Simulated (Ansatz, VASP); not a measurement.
# One calculation of In2Au, two programs

INCAR

```
  ALGO = Normal
  EDIFF = 1E-8
  ENCUT = 520
  GGA = CA
  ISIF = 2
  ISMEAR = -1
  LASPH = True
  LCHARG = False
  LEFG = True
  LREAL = False
  LWAVE = False
  NBANDS = 26
  NELM = 100
  PREC = Accurate
  SIGMA = 0.05
```

The input KPOINTS:

```
k-points
0
Gamma
  10 10 10
```

Contents of POSCAR:

```
In2Au
1.0
    0.0000000000      3.2184900000      3.2510000000
    3.2184900000      0.0000000000      3.2510000000
    3.2184900000      3.2184900000      0.0000000000
In Au
2 1
Direct
    0.2500000000      0.2500000000      0.2500000000
    0.7500000000      0.7500000000      0.7500000000
    0.0000000000      0.0000000000      0.0000000000
```

Input for Ansatz:

```yaml
crystal:
  lattice:
    - [0.0, 3.21849, 3.251]
    - [3.21849, 0.0, 3.251]
    - [3.21849, 3.21849, 0.0]
  atoms:
    - { symbol: In, position: [0.25, 0.25, 0.25] }
    - { symbol: In, position: [0.75, 0.75, 0.75] }
    - { symbol: Au, position: [0.0, 0.0, 0.0] }
kpoints:
  mp_grid: { grid: [10, 10, 10] }
scf:
  occupations: { method: fermi_dirac, width: 0.05 }
hamiltonian:
  xc: lda
  pseudopotentials: { kind: paw }
output:
  forces: true
  stress: true
  eigenvalues: true
  efg: { contact_densities: true }
```

Change from the starting cell: equal xx and yy strain of -1 %, PAW files.

Alike in both runs: task electric field gradients; functional LDA; k mesh 10 × 10 × 10; occupations fermi-dirac, width 0.05 eV; no spin polarisation.

|  | VASP | Ansatz |
| --- | --- | --- |
| version | VASP 6.6.1 | Ansatz 0.2.0 |
| potentials or method | VASP PAW LDA potentials, release 64 (In_d, Au) | PAW with Ansatz's default frozen-core files, scalar-relativistic |
| plane-wave cutoff (eV) | 520 | 420 |
| valence electrons in the cell | 37 | 45 |

Ansatz gave:

- pressure (GPa): 0.1
- traceless stress, the component that is largest in VASP (GPa): -0.23
- size of Vzz on the site where it differs most (V/Å²): 1.8

**Question.** Which values does VASP return?

**Answer.** Pressure (GPa): 0.3; traceless stress, the component that is largest in VASP (GPa): -0.24; size of Vzz on the site where it differs most (V/Å²): 4.2.

LDA's correlation is that of Perdew and Zunger in VASP and of Perdew and Wang (1992) in Ansatz. VASP's potentials hold 37 valence electrons a cell and Ansatz's 45, so a difference there can come from the potentials and not from the codes.

Neither program's run includes spin-orbit coupling.
